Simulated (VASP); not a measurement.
Write the native input for VASP 6.6.1 that does the following.

```yaml
Task: single point
Functional: PBE
Potentials_or_basis: VASP PAW PBE potentials, release 64 (Pt, Co, O)
Cutoff: 520 eV
k_mesh: 11 × 11 × 11
Occupations: fermi-dirac, width 0.05 eV
Spin: no spin polarisation
Dipole_correction: no
Further_INCAR_settings: ALGO = Normal; EDIFF = 1e-06; NBANDS = 24
```

The structure of CoPtO2 lies in POSCAR:

```
CoPtO2
1.0
    1.4122699173      0.8153744169      5.9393891094
   -1.4122699173      0.8153744169      5.9393891094
    0.0000000000     -1.6307488338      5.9393891094
Pt Co O
1 1 2
Direct
    0.0000000000      0.0000000000      0.0000000000
    0.5000000000      0.5000000000      0.5000000000
    0.1122440300      0.1122440300      0.1122440300
    0.8877559700      0.8877559700      0.8877559700
```

The input as run:

INCAR

```
PREC = Accurate
ENCUT = 520
EDIFF = 1E-6
ISMEAR = -1
SIGMA = 0.05
LREAL = False
LASPH = True
NELM = 100
ALGO = Normal
ISIF = 2
LWAVE = False
LCHARG = True
GGA = PE
LELF = True
LVHAR = True
NBANDS = 24
```

KPOINTS

```
Automatic mesh
0
Gamma
  11 11 11
```

Potentials or basis: VASP PAW PBE potentials, release 64 (Pt, Co, O).

Command:

```sh
$ cat potpaw_PBE.64/Pt/POTCAR potpaw_PBE.64/Co/POTCAR potpaw_PBE.64/O/POTCAR > POTCAR
$ mpirun -np 1 vasp_std > vasp.out
```

Results of the run:

* Pressure: 6.0 GPa
* Largest force: 0.110 eV/Å
* Band gap on the k mesh: zero (an odd number of electrons rules out a gap without spin polarisation)

Caveat: the cell stands under pressure; spin-orbit coupling is left out, which moves the levels of the heavy elements; an odd number of electrons without spin polarisation forces a metal; a magnetic or distorted state may lie lower; the run has no spin polarisation, though such a crystal can be magnetic; semilocal functionals often make such compounds metallic where correlation or magnetic order opens a gap, which also shifts bond lengths.

It took 4.3 min on 1 thread of Intel(R) Xeon(R) 6975P-C (Granite Rapids), with other jobs on the host, peak memory 0.43 GiB.
